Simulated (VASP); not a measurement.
# Sb in VASP: single point with PBE+D3(BJ)

Aim: the single point of Sb with PBE+D3(BJ).

All numbers are computed with VASP 6.6.1; they aren't measurements. Logs are shortened: lines on timing, memory, paths and dates and some standing lists are left out, and cuts for length are marked.

**1. The cell of the first run**

The cell holds a sheet with vacuum, 2 atoms: a = 4.069 Å, b = 4.069 Å, c = 27.100 Å, α = 90.00°, β = 90.00°, γ = 120.00°.

**2. Single point, PBE+D3(BJ)**

The input, INCAR:

```
SYSTEM = Sb
ALGO = Normal
DIPOL = 0.5 0.5 0.289
EDIFF = 1E-6
ENCUT = 400
GGA = PE
GGA_COMPAT = .FALSE.
IDIPOL = 3
ISIF = 2
ISMEAR = 0
IVDW = 12
LASPH = .TRUE.
LCHARG = .FALSE.
LDIPOL = .TRUE.
LREAL = .FALSE.
LWAVE = .FALSE.
NBANDS = 12
NELM = 120
NELMDL = -8
PREC = Accurate
SIGMA = 0.03
```

The input, KPOINTS:

```
k-points
0
G
  12 12 1
  0 0 0
```

The input, POSCAR:

```
Sb
1.0
    4.0685005362      0.0000000000      0.0000000000
   -2.0342502681      3.5234248197      0.0000000000
    0.0000000000      0.0000000000     27.1000000030
Sb
2
Direct
    0.3333333333      0.6666666667      0.2583030261
    0.6666666667      0.3333333333      0.3191877488
```

Potentials or basis: VASP PAW PBE potentials, release 64 (Sb).

Launch:

```bash
$ cat potpaw_PBE.64/Sb/POTCAR > POTCAR
$ mpirun -np 1 vasp_std > vasp.out
```

OUTCAR:

```text
SYSTEM = Sb
   EDIFF = 1E-6
   ENCUT = 400
   GGA = PE
   ISIF = 2
   ISMEAR = 0
   IVDW = 12
   LASPH = .TRUE.
   LREAL = .FALSE.
   NELM = 120
   NELMDL = -8
   PREC = Accurate
 IVDW          = 12

 ion  position               nearest neighbor table
   1  0.333  0.667  0.258-   2 2.87   2 2.87   2 2.87
   2  0.667  0.333  0.319-   1 2.87   1 2.87   1 2.87

  LATTYP: Found a hexagonal cell.
 ALAT       =     4.0685005362
 C/A-ratio  =     6.6609306701

  Lattice vectors:

 A1 = (   4.0685005362,   0.0000000000,   0.0000000000)
 A2 = (  -2.0342502681,   3.5234248197,   0.0000000000)
 A3 = (   0.0000000000,   0.0000000000,  27.1000000030)

Analysis of symmetry for initial positions (statically):
=====================================================================
 Subroutine PRICEL returns:
 Original cell was already a primitive cell.

 Routine SETGRP: Setting up the symmetry group for a
 hexagonal supercell.

 Subroutine GETGRP returns: Found 12 space group operations
 (whereof  6 operations were pure point group operations)
 out of a pool of 24 trial point group operations.

The static configuration has the point symmetry C_3v.
 The point group associated with its full space group is D_3d.

Analysis of symmetry for dynamics (positions and initial velocities):
=====================================================================
 Subroutine PRICEL returns:
 Original cell was already a primitive cell.

 Routine SETGRP: Setting up the symmetry group for a
 hexagonal supercell.

 Subroutine GETGRP returns: Found 12 space group operations
 (whereof  6 operations were pure point group operations)
 out of a pool of 24 trial point group operations.

The dynamic configuration has the point symmetry C_3v.
 The point group associated with its full space group is D_3d.

 Subroutine INISYM returns: Found 12 space group operations
 (whereof  6 operations are pure point group operations),
 and found     1 'primitive' translations

----------------------------------------------------------------------------------------

                                     Primitive cell

  volume of cell :     388.4800

  direct lattice vectors                    reciprocal lattice vectors
     4.068500536  0.000000000  0.000000000     0.245790800  0.141907384  0.000000000
    -2.034250268  3.523424820  0.000000000     0.000000000  0.283814769  0.000000000
     0.000000000  0.000000000 27.100000003     0.000000000  0.000000000  0.036900369

  length of vectors
     4.068500536  4.068500536 27.100000003     0.283814769  0.283814769  0.036900369

  position of ions in fractional coordinates (direct lattice)
     0.333333333  0.666666667  0.258303026
     0.666666667  0.333333333  0.319187749

  ion indices of the primitive-cell ions
   primitive index   ion index
                 1           1
                 2           2

----------------------------------------------------------------------------------------

 KPOINTS: k-points

Automatic generation of k-mesh.
 Grid dimensions read from file:
 generate k-points for:   12   12    1

 Generating k-lattice:

  Cartesian coordinates                     Fractional coordinates (reciprocal lattice)
     0.020482567  0.011825615  0.000000000     0.083333333  0.000000000  0.000000000
     0.000000000  0.023651231  0.000000000     0.000000000  0.083333333  0.000000000
     0.000000000  0.000000000  0.036900369     0.000000000  0.000000000  1.000000000

  Length of vectors
     0.023651231  0.023651231  0.036900369

  Shift w.r.t. Gamma in fractional coordinates (k-lattice)
     0.000000000  0.000000000  0.000000000

 Subroutine IBZKPT returns following result:
 ===========================================

 Found     19 irreducible k-points:

 Following reciprocal coordinates:
            Coordinates               Weight
  0.000000  0.000000  0.000000      1.000000
  0.083333 -0.000000  0.000000      6.000000
  0.166667 -0.000000  0.000000      6.000000
  0.250000 -0.000000  0.000000      6.000000
  0.333333 -0.000000  0.000000      6.000000
  0.416667 -0.000000  0.000000      6.000000
[... 11 lines left out ...]
  0.333333  0.250000  0.000000     12.000000
  0.333333  0.333333  0.000000      2.000000
   k-points           NKPTS =     19   k-points in BZ     NKDIM =     19   number of bands    NBANDS=     12
   number of dos      NEDOS =    301   number of ions     NIONS =      2
   total plane-waves  NPLWV = 141120
   dimension x,y,z NGX =    28 NGY =   28 NGZ =  180
   dimension x,y,z NGXF=    56 NGYF=   56 NGZF=  360
   ions per type =               2
   NGX,Y,Z   is equivalent  to a cutoff of  11.44, 11.44, 11.04 a.u.
   NGXF,Y,Z  is equivalent  to a cutoff of  22.88, 22.88, 22.08 a.u.
 SYSTEM =  Sb
   PREC   = accura    normal or accurate (medium, high low for compatibility)
   ISTART =      0    job   : 0-new  1-cont  2-samecut
   ICHARG =      2    charge: 1-file 2-atom 10-const
   ISPIN  =      1    spin polarized calculation?
   LNONCOLLINEAR =      F non collinear calculations
   LSORBIT =      F    spin-orbit coupling
   LASPH  =      T    aspherical Exc in radial PAW
   ENCUT  =  400.0 eV  29.40 Ry    5.42 a.u.   6.63  6.63 44.19*2*pi/ulx,y,z
   NELM   =    120;   NELMIN=  2; NELMDL= -8     # of ELM steps
   EDIFF  = 0.1E-05   stopping-criterion for ELM
   LREAL  =      F    real-space projection
   EDIFFG = 0.1E-04   stopping-criterion for IOM
   NSW    =      0    number of steps for IOM
   IBRION =     -1    ionic relax: 0-MD 1-quasi-New 2-CG
   NFREE  =      0    steps in history (QN), initial steepest desc. (CG)
   ISIF   =      2    stress and relaxation
   ISYM   =      2    0-nonsym 1-usesym 2-fastsym
   POTIM  = 0.5000    time-step for ionic-motion
   TEBEG  =    0.0;   TEEND  =   0.0 temperature during run
   PSTRESS=    0.0 pullay stress
   NELECT =      10.0000    total number of electrons
   NUPDOWN=      -1.0000    fix difference up-down
   EMIN   =  10.00;   EMAX   =-10.00  energy-range for DOS
   EFERMI =   0.00;   METHOD = LEGACY
   ISMEAR =     0;   SIGMA  =   0.03  broadening in eV -4-tet -1-fermi 0-gaus
   EFERMI_NEDOS =   21; number of points for ismear=-14 and -15
   IALGO  =     38    algorithm
   IMIX   =      4    mixing-type and parameters
     AMIX     =   0.40;   BMIX     =  1.00
     AMIX_MAG =   1.60;   BMIX_MAG =  1.00
  volume/ion in A,a.u.               =     194.24      1310.80
  Fermi-wavevector in a.u.,A,eV,Ry     =   0.483376  0.913449  3.179036  0.233653
  Thomas-Fermi vector in A             =   1.482506
   LORBIT       =      0    0 simple, 1 ext, 2 COOP (PROOUT), +10 PAW based schemes
   GGA     = PE    functional components
   LHFCALC =     F    Hartree Fock is set to
   AEXX    =    0.0000 exact exchange contribution
   IVDW    =    12    specifies the selected vdW correction
   LEPSILON=     F    determine dielectric tensor
   LRPA    =     F    only Hartree local field effects (RPA)
 non-spin polarized calculation
 Gauss-broadening in eV      SIGMA  =   0.03
  energy-cutoff  :      400.00
  volume of cell :      388.48
 maximum number of plane-waves:      7125
 NGX is ok and might be reduce to    28
   NGX = 13   NGY = 13   NGZ = 89

 dipolmoment           0.000000      0.000000      0.000001 electrons x Angstroem

 number of electron      10.0000000 magnetization

 dipolmoment           0.000000      0.000000     -0.000000 electrons x Angstroem

 Free energy of the ion-electron system (eV)
  ---------------------------------------------------
  ext. energy  EPLUGINS =         0.00000000
  ---------------------------------------------------
  free energy    TOTEN  =        -8.10045045 eV

  energy without entropy =       -8.10045045  energy(sigma->0) =       -8.10045045

 E-fermi :  -2.8347     XC(G=0):  -2.0127

 val. band max:       -2.9640682465   @ k =   0.0000   0.0000   0.0000
 cond. band min:      -1.7763538819   @ k =   0.3333  -0.0000   0.0000
 fundamental gap:      1.1877143645
 Fermi energy:        -2.8347499185

 k-point     1 :       0.0000    0.0000    0.0000
  band No.  band energies     occupation
      1     -14.4602      2.00000
      2      -9.3911      2.00000
      3      -3.7289      2.00000
      4      -2.9641      2.00000
      5      -2.9641      2.00000
      6      -1.3269      0.00000
      7      -0.1653      0.00000
      8      -0.1653      0.00000
      9       1.2221      0.00000
     10       1.4941      0.00000
     11       1.9360      0.00000
     12       2.2248      0.00000

 k-point     2 :       0.0833   -0.0000    0.0000
  band No.  band energies     occupation
      1     -14.3839      2.00000
      2      -9.3821      2.00000
      3      -3.7190      2.00000
      4      -3.6915      2.00000
      5      -3.1430      2.00000
      6      -0.8446      0.00000
      7      -0.2474      0.00000
      8       0.0043      0.00000
      9       1.3295      0.00000
     10       1.5796      0.00000
     11       2.0192      0.00000
     12       2.3113      0.00000

 k-point     3 :       0.1667   -0.0000    0.0000
  band No.  band energies     occupation
      1     -14.1573      2.00000
      2      -9.3897      2.00000
      3      -4.8404      2.00000
      4      -3.6130      2.00000
      5      -3.5379      2.00000
      6      -1.2128      0.00000
      7       0.3268      0.00000
      8       0.3602      0.00000
      9       1.5824      0.00000
     10       1.8347      0.00000
     11       2.2615      0.00000
     12       2.5577      0.00000

 k-point     4 :       0.2500   -0.0000    0.0000
  band No.  band energies     occupation
      1     -13.7892      2.00000
      2      -9.5274      2.00000
      3      -5.7206      2.00000
      4      -3.9550      2.00000
      5      -3.6198      2.00000
      6      -1.6797      0.00000
      7       0.4745      0.00000
      8       0.5431      0.00000
      9       1.8277      0.00000
     10       2.2222      0.00000
     11       2.6573      0.00000
     12       2.9353      0.00000

 k-point     5 :       0.3333   -0.0000    0.0000
  band No.  band energies     occupation
      1     -13.3026      2.00000
      2      -9.9274      2.00000
      3      -6.1375      2.00000
      4      -4.2937      2.00000
      5      -3.8963      2.00000
      6      -1.7764      0.00000
      7       0.0394      0.00000
      8       0.5989      0.00000
      9       2.3157      0.00000
     10       2.4416      0.00000
     11       3.1083      0.00000
     12       3.4346      0.00000
[... 153 lines left out ...]
      1     -12.2300      2.00000
      2     -10.9701      2.00000
      3      -6.2248      2.00000
      4      -5.1790      2.00000
      5      -4.5536      2.00000
      6      -1.0391      0.00000
      7      -0.0497      0.00000
      8       0.2264      0.00000
      9       2.4393      0.00000
     10       4.1144      0.00000
     11       4.2764      0.00000
     12       4.4148      0.00000

 k-point    17 :       0.2500    0.2500    0.0000
  band No.  band energies     occupation
      1     -12.5802      2.00000
      2     -10.5502      2.00000
      3      -6.1323      2.00000
      4      -5.6165      2.00000
      5      -4.1258      2.00000
      6      -1.0743      0.00000
      7      -0.3063      0.00000
      8       0.9187      0.00000
      9       3.1470      0.00000
     10       3.2881      0.00000
     11       3.7778      0.00000
     12       3.8119      0.00000

 k-point    18 :       0.3333    0.2500    0.0000
  band No.  band energies     occupation
      1     -12.0621      2.00000
      2     -11.0638      2.00000
      3      -6.4706      2.00000
      4      -5.2441      2.00000
      5      -4.5267      2.00000
      6      -1.3991      0.00000
      7       0.1683      0.00000
      8       0.6911      0.00000
      9       3.2754      0.00000
     10       3.7966      0.00000
     11       4.0756      0.00000
     12       4.5155      0.00000

 k-point    19 :       0.3333    0.3333    0.0000
  band No.  band energies     occupation
      1     -11.5503      2.00000
      2     -11.5503      2.00000
      3      -6.6487      2.00000
      4      -4.8763      2.00000
      5      -4.8763      2.00000
      6      -1.6079      0.00000
      7       0.5577      0.00000
      8       0.5577      0.00000
      9       3.5643      0.00000
     10       4.3581      0.00000
     11       4.3581      0.00000
     12       4.8152      0.00000

------------------------ aborting loop because EDIFF is reached ----------------------------------------

 vacuum level on the upper side and lower side of the slab       (xc-potential included)        -0.007        -0.007

 Edisp (eV)   -0.47323

 E8    (eV) :    -0.2355

  FORCE on cell =-STRESS in cart. coord.  units (eV):
  Direction    XX          YY          ZZ          XY          YZ          ZX
  --------------------------------------------------------------------------------------
  -------------------------------------------------------------------------------------
  Total       0.02145     0.02145     0.14379    -0.00000     0.00000     0.00000
  in kB       0.08848     0.08848     0.59302    -0.00000     0.00000     0.00000
  external pressure =        0.26 kB  Pullay stress =        0.00 kB

 VOLUME and BASIS-vectors are now :
 -----------------------------------------------------------------------------
  energy-cutoff  :      400.00
  volume of cell :      388.48
      direct lattice vectors                 reciprocal lattice vectors
     4.068500536  0.000000000  0.000000000     0.245790800  0.141907384  0.000000000
    -2.034250268  3.523424820  0.000000000     0.000000000  0.283814769  0.000000000
     0.000000000  0.000000000 27.100000003     0.000000000  0.000000000  0.036900369

 POSITION                                       TOTAL-FORCE (eV/Angst)
 -----------------------------------------------------------------------------------
     -0.00000      2.34895      7.00001         0.000000      0.000000     -0.090767
      2.03425      1.17447      8.64999        -0.000000      0.000000      0.090767
 -----------------------------------------------------------------------------------
    total drift:                                0.000000     -0.000000     -0.000003

  FREE ENERGIE OF THE ION-ELECTRON SYSTEM (eV)
  ---------------------------------------------------
  free  energy   TOTEN  =        -8.5736823943 eV

  energy  without entropy=       -8.5736823943  energy(sigma->0) =       -8.57368239

 vacuum level on the upper side and lower side of the slab         1.763         1.763
```

Run time: 2.7 min. Hardware: 1 thread of Intel Xeon 8259CL, shared host; peak memory 0.36 GiB.

Results:

* Free energy: -8.5737 eV
* Largest force: 0.091 eV/Å
* Band gap on the k mesh: 1.19 eV, indirect (least direct gap 1.64 eV)
* Dispersion energy per atom: -0.237 eV

Forces in eV/Å, atoms in the order of the input:
```
Sb   0.000  0.000 -0.091
Sb   0.000  0.000  0.091
```

Caveat: spin-orbit coupling is left out, which moves the levels of the heavy elements.
